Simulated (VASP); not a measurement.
# WS2 (Tungstenite): single point with r2SCAN

The system is WS2 (Tungstenite).

```
W S
1.0
     1.58589    0.91561    6.23748
    -1.58589    0.91561    6.23748
     0.00000   -1.83122    6.23748
W S
1 2
Direct
  0.96499 0.03028 0.01238
  0.19591 0.29049 0.28939
  0.38606 0.45674 0.43654
```

```
Program             : VASP 6.6.1
Task                : single point
Functional          : r2SCAN
Potentials or basis : VASP PAW PBE potentials, release 64 (W_sv, S)
Cutoff              : 520 eV
k mesh              : 6 × 6 × 6
Occupations         : fermi-dirac, width 0.146 eV
Spin                : no spin polarisation
```

| Property | Result |
| --- | --- |
| Pressure | 2.2 GPa |
| Largest force | 4.223 eV/Å |
| Band gap on the k mesh | 0.86 eV, indirect (least direct gap 1.92 eV) |

Forces in eV/Å, atoms in the order of the input:
```
W   -0.678 -0.831  4.084
S    0.590  0.812 -2.155
S    0.088  0.019 -1.929
```

Stress tensor (GPa, compression positive):
```
 1.71 -0.95 -1.98
-0.95  4.03 -3.24
-1.98 -3.24  0.98
```

Levels at points of the mesh, in eV from the valence-band top:
```csv
k point,band 11,band 12,band 13,band 14,band 15,band 16
"(0.00, 0.00, 0.00)",-2.27,-2.15,-0.79,1.84,1.90,2.77
"(0.50, 0.00, 0.00)",-2.89,-2.00,-1.66,2.27,2.60,3.50
"(0.00, 0.50, 0.00)",-2.88,-2.09,-1.73,2.23,2.60,3.54
"(0.00, 0.00, 0.50)",-2.85,-2.08,-1.84,2.21,2.59,3.63
"(0.50, 0.50, 0.00)",-3.51,-2.16,-1.72,2.17,2.54,3.39
"(0.50, 0.00, 0.50)",-3.45,-2.17,-1.62,2.19,2.54,3.37
"(0.00, 0.50, 0.50)",-3.35,-2.15,-1.50,2.23,2.52,3.38
"(0.50, 0.50, 0.50)",-2.45,-2.12,0.00,1.92,1.94,2.63
```

Run time: 9.7 min on 1 thread of Intel(R) Xeon(R) 6975P-C (Granite Rapids), on a shared host, peak memory 0.42 GiB.

Caveat: the PAW data sets were made with another functional, which shifts forces and pressure a little; spin-orbit coupling is left out, which moves the levels of the heavy elements. r2SCAN opens gaps a little over a GGA but as a rule still falls short of measured ones.
